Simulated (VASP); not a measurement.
# SrAl2Os (P-6m2) in VASP: notebook, part 2 of 2

VASP 6.6.1.

## Step 4: Single point, PBE

This run uses another cell than the first one, of 20.86 Å³/atom, 1.029 times its volume.

INCAR

```
SYSTEM = SrAl2Os
PREC     = Accurate       ! precision mode
ENCUT    = 520            ! plane-wave cutoff, eV
EDIFF    = 1E-6           ! SCF threshold, eV
ISMEAR   = 0              ! smearing method
SIGMA    = 0.1            ! smearing width, eV
LREAL    = .FALSE.        ! projectors in reciprocal space
LASPH    = .TRUE.         ! aspherical terms in the spheres
NELM     = 100            ! most SCF steps
ALGO     = Normal         ! electronic algorithm
ISIF     = 2              ! what is computed and relaxed
LWAVE    = .FALSE.        ! write WAVECAR
LCHARG   = .FALSE.        ! write CHGCAR
GGA      = PE             ! functional
NBANDS   = 20             ! bands
```

KPOINTS

```
regular mesh
0
G
  6 6 2
  0 0 0
```

POSCAR

```
SrAl2Os
1.0
    3.2676704728      0.0000000000      0.0000000000
   -1.6338352364      2.8298856407      0.0000000000
    0.0000000000      0.0000000000      9.0241127469
Sr Al Os
1 2 1
Direct
    0.3333333333      0.6666666667      0.5000000000
    0.0000000000      0.0000000000      0.8099305650
    0.0000000000      0.0000000000      0.1900694350
    0.3333333333      0.6666666667      0.0000000000
```

Potentials or basis: VASP PAW PBE potentials, release 64 (Sr_sv, Al, Os).

Command:

```console
cat potpaw_PBE.64/Sr_sv/POTCAR potpaw_PBE.64/Al/POTCAR potpaw_PBE.64/Os/POTCAR > POTCAR
mpirun -np 1 vasp_std > vasp.out
```

OUTCAR:

```text
SYSTEM = SrAl2Os
   PREC = Accurate
   ENCUT = 520
   EDIFF = 1E-6
   ISMEAR = 0
   LREAL = .FALSE.
   LASPH = .TRUE.
   NELM = 100
   ISIF = 2
   GGA = PE

 ion  position               nearest neighbor table
   1  0.333  0.667  0.500-   2 3.37   3 3.37   2 3.37   3 3.37   2 3.37   3 3.37
   2  0.000  0.000  0.810-   4 2.55   4 2.55   4 2.55   1 3.37   1 3.37   1 3.37
   3  0.000  0.000  0.190-   4 2.55   4 2.55   4 2.55   1 3.37   1 3.37   1 3.37
   4  0.333  0.667  0.000-   2 2.55   3 2.55   2 2.55   3 2.55   2 2.55   3 2.55

  LATTYP: Found a hexagonal cell.
 ALAT       =     3.2676704728
 C/A-ratio  =     2.7616348778

  Lattice vectors:

 A1 = (   3.2676704728,   0.0000000000,   0.0000000000)
 A2 = (  -1.6338352364,   2.8298856407,   0.0000000000)
 A3 = (   0.0000000000,   0.0000000000,   9.0241127469)

Analysis of symmetry for initial positions (statically):
=====================================================================
 Subroutine PRICEL returns:
 Original cell was already a primitive cell.

 Routine SETGRP: Setting up the symmetry group for a
 hexagonal supercell.

[... 157 lines left out ...]
  energy without entropy =      -19.43220803  energy(sigma->0) =      -19.43847374

 E-fermi :   5.4199     XC(G=0): -10.2549

 val. band max:        5.4027558581   @ k =   0.3333   0.3333   0.5000
 cond. band min:       5.4698870650   @ k =   0.3333  -0.0000   0.0000
 fundamental gap:      0.0671312069
 Fermi energy:         5.4199418352

 k-point     1 :       0.0000    0.0000    0.0000
  band No.  band energies     occupation
      1     -30.2948      2.00000
      2     -12.2961      2.00000
      3     -11.6054      2.00000
      4     -11.6054      2.00000
      5      -3.4905      2.00000
      6      -0.8580      2.00000
[... 311 lines left out ...]
     19       9.3220      0.00000
     20      10.3291      0.00000

------------------------ aborting loop because EDIFF is reached ----------------------------------------

  FORCE on cell =-STRESS in cart. coord.  units (eV):
  Direction    XX          YY          ZZ          XY          YZ          ZX
  --------------------------------------------------------------------------------------
  -------------------------------------------------------------------------------------
  Total        0.0061265      0.0061265      0.0132258     -0.0000000      0.0000000      0.0000000
  in kB        0.1176275      0.1176275      0.2539341     -0.0000000      0.0000000      0.0000000
  external PRESSURE =       0.1630630 kB  Pullay stress =       0.0000000 kB

 VOLUME and BASIS-vectors are now :
 -----------------------------------------------------------------------------
  energy-cutoff  :      520.00
  volume of cell :       83.45
      direct lattice vectors                 reciprocal lattice vectors
     3.267670473  0.000000000  0.000000000     0.306028410  0.176685585  0.000000000
    -1.633835236  2.829885641  0.000000000     0.000000000  0.353371170  0.000000000
     0.000000000  0.000000000  9.024112747     0.000000000  0.000000000  0.110814218

 POSITION                                       TOTAL-FORCE (eV/Angst)
 -----------------------------------------------------------------------------------
     -0.00000      1.88659      4.51206         0.000000      0.000000      0.000000
      0.00000      0.00000      7.30890        -0.000000     -0.000000      0.000602
      0.00000      0.00000      1.71521        -0.000000      0.000000     -0.000602
     -0.00000      1.88659      0.00000         0.000000      0.000000      0.000000
 -----------------------------------------------------------------------------------
    total drift:                               -0.000000      0.000000     -0.000000

  FREE ENERGIE OF THE ION-ELECTRON SYSTEM (eV)
  ---------------------------------------------------
  free  energy   TOTEN  =       -19.4447394450 eV

  energy  without entropy=      -19.4322080306  energy(sigma->0) =      -19.43847374
```

OSZICAR:

```text
N       E                     dE             d eps       ncg     rms          rms(c)
DAV:   1     0.987877100532E+02    0.98788E+02   -0.10664E+04   560   0.106E+03
DAV:   2    -0.115609022228E+02   -0.11035E+03   -0.10510E+03   652   0.248E+02
DAV:   3    -0.199776272160E+02   -0.84167E+01   -0.82663E+01   976   0.508E+01
DAV:   4    -0.202367853528E+02   -0.25916E+00   -0.25807E+00   732   0.762E+00
DAV:   5    -0.202457369116E+02   -0.89516E-02   -0.89491E-02   840   0.127E+00    0.228E+01
DAV:   6    -0.202639867197E+02   -0.18250E-01   -0.13361E+01   856   0.122E+01    0.725E+00
DAV:   7    -0.201388547573E+02    0.12513E+00   -0.16965E+01   812   0.128E+01    0.156E+01
DAV:   8    -0.194605545971E+02    0.67830E+00   -0.30651E+00   740   0.623E+00    0.138E+00
DAV:   9    -0.194511822449E+02    0.93724E-02   -0.13073E-01   668   0.164E+00    0.121E+00
DAV:  10    -0.194458653776E+02    0.53169E-02   -0.87534E-03   780   0.375E-01    0.608E-01
DAV:  11    -0.194462233392E+02   -0.35796E-03   -0.24878E-02   744   0.433E-01    0.403E-01
DAV:  12    -0.194448224509E+02    0.14009E-02   -0.48201E-03   768   0.343E-01    0.161E-01
DAV:  13    -0.194447496455E+02    0.72805E-04   -0.21769E-04   668   0.856E-02    0.458E-02
DAV:  14    -0.194447429940E+02    0.66515E-05   -0.53257E-05   708   0.304E-02    0.193E-02
DAV:  15    -0.194447398780E+02    0.31160E-05   -0.64689E-06   700   0.127E-02    0.830E-03
DAV:  16    -0.194447394450E+02    0.43301E-06   -0.23064E-06   476   0.803E-03
   1 F= -.19444739E+02 E0= -.19438474E+02  d E =-.125314E-01
```

stdout:

```text
POSCAR found type information on POSCAR SrAlOs
 POSCAR found :  3 types and       4 ions
 scaLAPACK will be used
 LDA part: xc-table for (Slater+PW92), standard interpolation
 POSCAR, INCAR and KPOINTS ok, starting setup
 FFT: planning ... GRIDC
 FFT: planning ... GRID_SOFT
 FFT: planning ... GRID
 WAVECAR not read
 entering main loop
```

It took 12 s on 1 thread of Intel Xeon 6975P-C (Granite Rapids), shared host; peak memory 0.2 GiB.

What came out:

| Property | Result |
| --- | --- |
| Free energy | -19.4447 eV |
| Pressure | 0.0 GPa |
| Band gap on the k mesh | zero (band 12 reaches 5.67 eV, above the bottom of band 13 at 4.82 eV) |

Caveat: the k points lie up to 0.37 Å⁻¹ apart; spin-orbit coupling is left out, which moves the levels of the heavy elements.

## Step 5: Relaxation of cell and atoms, PBE

This run uses another cell than the first one, of 25.92 Å³/atom, 1.279 times its volume.

INCAR

```
ALGO = Normal
EDIFF = 1E-7
EDIFFG = -0.04
ENCUT = 600
GGA = PE
IBRION = 2
ISIF = 3
ISMEAR = 0
LASPH = T
LCHARG = F
LREAL = F
LWAVE = F
NELM = 100
NSW = 90
PREC = Accurate
SIGMA = 0.1
```

KPOINTS

```
k-points
0
Gamma
  6 6 2
```

POSCAR

```
SrAl2Os
1.0
    3.5318201800      0.0000000000      0.0000000000
   -1.7659100900      3.0586460000      0.0000000000
    0.0000000000      0.0000000000      9.5959115200
Sr Al Os
1 2 1
Direct
    0.3333333300      0.6666666700      0.5000000000
    0.0000000000      0.0000000000      0.7975699200
    0.0000000000      0.0000000000      0.2024300800
    0.3333333300      0.6666666700      0.0000000000
```

Potentials or basis: VASP PAW PBE potentials, release 64 (Sr_sv, Al, Os).

Command:

```console
cat potpaw_PBE.64/Sr_sv/POTCAR potpaw_PBE.64/Al/POTCAR potpaw_PBE.64/Os/POTCAR > POTCAR
mpirun -np 1 vasp_std > vasp.out
```

OUTCAR:

```text
EDIFF = 1E-7
   EDIFFG = -0.04
   ENCUT = 600
   GGA = PE
   IBRION = 2
   ISIF = 3
   ISMEAR = 0
   LASPH = T
   LREAL = F
   NELM = 100
   NSW = 90
   PREC = Accurate

 ion  position               nearest neighbor table
   1  0.333  0.667  0.500-   2 3.51   3 3.51   2 3.51   3 3.51   2 3.51   3 3.51
   2  0.000  0.000  0.798-   4 2.82   4 2.82   4 2.82   1 3.51   1 3.51   1 3.51
   3  0.000  0.000  0.202-   4 2.82   4 2.82   4 2.82   1 3.51   1 3.51   1 3.51
   4  0.333  0.667  0.000-   2 2.82   3 2.82   2 2.82   3 2.82   2 2.82   3 2.82

  LATTYP: Found a hexagonal cell.
 ALAT       =     3.5318201800
 C/A-ratio  =     2.7169875676

  Lattice vectors:

 A1 = (   3.5318201800,   0.0000000000,   0.0000000000)
 A2 = (  -1.7659100900,   3.0586460000,   0.0000000000)
 A3 = (   0.0000000000,   0.0000000000,   9.5959115200)

Analysis of symmetry for initial positions (statically):
=====================================================================
 Subroutine PRICEL returns:
 Original cell was already a primitive cell.
[... 172 lines left out ...]

 k-point     1 :       0.0000    0.0000    0.0000
  band No.  band energies     occupation
      1     -32.0947      2.00000
      2     -14.0653      2.00000
      3     -13.7702      2.00000
      4     -13.7702      2.00000
      5      -3.7264      2.00000
      6      -1.9202      2.00000
[... 520 lines left out ...]
--------------------------------------- Ionic step        8  -------------------------------------------

 number of electron      24.0000000 magnetization

 Free energy of the ion-electron system (eV)
  ---------------------------------------------------
  ext. energy  EPLUGINS =         0.00000000
  ---------------------------------------------------
  free energy    TOTEN  =       -19.44542319 eV

  energy without entropy =      -19.43457849  energy(sigma->0) =      -19.44000084

 E-fermi :   5.3690     XC(G=0): -10.2268

 val. band max:        5.3629204183   @ k =   0.3333   0.3333   0.5000
 cond. band min:       5.4319409930   @ k =   0.3333   0.3333   0.5000
 fundamental gap:      0.0690205747
 Fermi energy:         5.3689692234

 k-point     1 :       0.0000    0.0000    0.0000
  band No.  band energies     occupation
      1     -30.3376      2.00000
      2     -12.3406      2.00000
      3     -11.6791      2.00000
      4     -11.6791      2.00000
      5      -3.5073      2.00000
      6      -0.8490      2.00000
[... 286 lines left out ...]
  FREE ENERGIE OF THE ION-ELECTRON SYSTEM (eV)
  ---------------------------------------------------
  free  energy   TOTEN  =       -19.4454231885 eV

  energy  without entropy=      -19.4345784884  energy(sigma->0) =      -19.44000084

 reached required accuracy - stopping structural energy minimisation
```

OSZICAR:

```text
N       E                     dE             d eps       ncg     rms          rms(c)
DAV:   1     0.106917938115E+03    0.10692E+03   -0.11657E+04   448   0.145E+03
DAV:   2    -0.765281184862E+01   -0.11457E+03   -0.11243E+03   544   0.301E+02
DAV:   3    -0.188723516532E+02   -0.11220E+02   -0.10934E+02   856   0.649E+01
[... 105 lines left out ...]
DAV:   8    -0.194454232928E+02   -0.71327E-05   -0.23666E-05   696   0.285E-02    0.652E-03
DAV:   9    -0.194454234505E+02   -0.15775E-06   -0.11648E-06   592   0.693E-03    0.388E-03
DAV:  10    -0.194454233229E+02    0.12761E-06   -0.53159E-07   480   0.498E-03    0.224E-03
DAV:  11    -0.194454231976E+02    0.12531E-06   -0.33271E-07   432   0.290E-03    0.364E-04
DAV:  12    -0.194454231885E+02    0.90590E-08   -0.35554E-08   224   0.160E-03
   8 F= -.19445423E+02 E0= -.19440001E+02  d E =-.380294E-02
```

CONTCAR:

```text
SrAl2Os
   1.00000000000000
     3.2833702104345699    0.0000000000000000    0.0000000000000000
    -1.6416851052172849    2.8434820142589512    0.0000000000000000
     0.0000000000000000   -0.0000000000000000    8.9916469859464936
  Sr              Al              Os
     1     2     1
Direct
     0.3333333300000021    0.6666666699999979    0.5000000000000000
     0.0000000000000000    0.0000000000000000    0.8105064275041597
     0.0000000000000000    0.0000000000000000    0.1894935724958403
     0.3333333300000021    0.6666666699999979    0.0000000000000000

  0.00000000E+00  0.00000000E+00  0.00000000E+00
  0.00000000E+00  0.00000000E+00  0.00000000E+00
  0.00000000E+00  0.00000000E+00  0.00000000E+00
  0.00000000E+00  0.00000000E+00  0.00000000E+00
```

It took 1.9 min on 1 thread of Intel Xeon 6975P-C (Granite Rapids), shared host; peak memory 0.27 GiB.

What came out:

| Item | Value |
| --- | --- |
| Free energy | -19.4454 eV |
| Relaxed volume | 20.99 Å³/atom |
| Relaxed cell | a = 3.283 Å, b = 3.283 Å, c = 8.992 Å, α = 90.00°, β = 90.00°, γ = 120.00° |
| Space group after relaxing (to 0.05 Å) | P-6m2 (No. 187) |
| Energy gained by relaxing | 297.2 meV/atom |
| Ionic steps | 8 |
| Pressure after relaxing | -0.1 GPa |
| Largest force after relaxing | 0.004 eV/Å |
| Band gap on the k mesh | zero (band 12 reaches 5.62 eV, above the bottom of band 13 at 4.80 eV) |

Forces in eV/Å, atoms in the order of the input:
```
Sr   0.000  0.000  0.000
Al   0.000  0.000  0.004
Al   0.000  0.000 -0.004
Os   0.000  0.000  0.000
```

The path:
| step | energy change (eV) | largest force (eV/Å) | pressure (GPa) | volume (Å³) |
| --- | --- | --- | --- | --- |
| 1 | 0.0000 | 1.7849 | -12.20 | 103.66 |
| 2 | -0.9429 | 0.4020 | 9.33 | 76.74 |
| 3 | -1.1362 | 0.5550 | 0.16 | 83.17 |
| 4 | -1.1359 | 0.5119 | 0.60 | 82.79 |
| 5 | -1.1703 | 0.2266 | 0.73 | 82.90 |
| 6 | -1.1848 | 0.1010 | 1.04 | 83.01 |
| 7 | -1.1844 | 0.1087 | -1.16 | 84.95 |
| 8 | -1.1886 | 0.0039 | -0.06 | 83.95 |

Final structure:
```yaml
crystal:
  lattice:
    - [3.28337, 0.00000, 0.00000]
    - [-1.64169, 2.84348, 0.00000]
    - [0.00000, 0.00000, 8.99165]
  atoms:
    - { symbol: Sr, position: [0.33333, 0.66667, 0.50000] }
    - { symbol: Al, position: [0.00000, 0.00000, 0.81051] }
    - { symbol: Al, position: [0.00000, 0.00000, 0.18949] }
    - { symbol: Os, position: [0.33333, 0.66667, 0.00000] }
```

Caveat: the volume moved by over 15 % at a fixed basis, so the end points are rough; spin-orbit coupling is left out, which moves the levels of the heavy elements.

## Step 6: Overview

```csv
task,cell,k mesh,cutoff (eV),gap on the mesh (eV),pressure (GPa),relaxed volume (Å³/atom)
single point,"a = 3.177, b = 3.177, c = 9.272 Å, angles 90.0, 90.0, 120.0°, 4 atoms",18 × 18 × 6,520,none,0.1,-
relaxation of cell and atoms,"relaxed from a = 3.268, b = 3.268, c = 9.024 Å, angles 90.0, 90.0, 120.0°, 4 atoms",18 × 18 × 6,600,none,0.0,20.37
single point,"a = 3.268, b = 3.268, c = 9.024 Å, angles 90.0, 90.0, 120.0°, 4 atoms",6 × 6 × 2,520,none,0.0,-
relaxation of cell and atoms,"relaxed from a = 3.532, b = 3.532, c = 9.596 Å, angles 90.0, 90.0, 120.0°, 4 atoms",6 × 6 × 2,600,none,-0.1,20.99
```

Alike in all rows: level PBE; potentials or basis VASP PAW PBE potentials, release 64 (Sr_sv, Al, Os); no spin polarisation; smearing gaussian 0.1 eV.

Caveats: some runs use coarse meshes; spin-orbit coupling is left out, which moves the levels of the heavy elements; the volume moved by over 15 % at a fixed basis, so the end points are rough (some runs).

Total energies depend on the potentials used, so only differences within one code and one set of settings carry meaning.
